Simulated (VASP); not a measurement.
**PbS (Galena): single point with PBEsol**

Crystal: PbS (Galena).

```
CELL_PARAMETERS angstrom
0.00000 2.96575 2.96575
2.96575 0.00000 2.96575
2.96575 2.96575 0.00000
ATOMIC_POSITIONS crystal
Pb 0.00000 0.00000 0.00000
S 0.54500 0.50000 0.50000
```

| Item | Value |
| --- | --- |
| Program | VASP 6.6.1 |
| Task | single point |
| Functional | PBEsol |
| Potentials or basis | VASP PAW PBE potentials, release 64 (Pb_d, S) |
| Cutoff | 520 eV |
| k mesh | 5 × 5 × 5 |
| Occupations | gaussian, width 0.01 eV |
| Spin | no spin polarisation |

```
Pressure               : -0.6 GPa
Largest force          : 0.123 eV/Å
Band gap on the k mesh : 1.27 eV, direct
```

Forces in eV/Å, atoms in the order of the input:
```
Pb   0.000  0.087  0.087
S    0.000 -0.087 -0.087
```

Stress tensor (GPa, compression positive):
```
-1.07  0.00  0.00
 0.00 -0.33  0.14
 0.00  0.14 -0.33
```

Levels at points of the mesh, in eV from the valence-band top:
```tsv
k point	band 7	band 8	band 9	band 10	band 11	band 12	band 13	band 14
(0.00, 0.00, 0.00)	-5.61	-1.82	-1.74	-1.73	5.31	5.33	5.61	7.06
```

It took 12 s on 1 thread of AMD EPYC 9R45 96-Core Processor (Zen 5) (shared host), peak memory 0.15 GiB.

Caveat: the PAW data sets were made with another functional, which shifts forces and pressure a little; spin-orbit coupling is left out, which moves the levels of the heavy elements. A k mesh can miss the band edges.
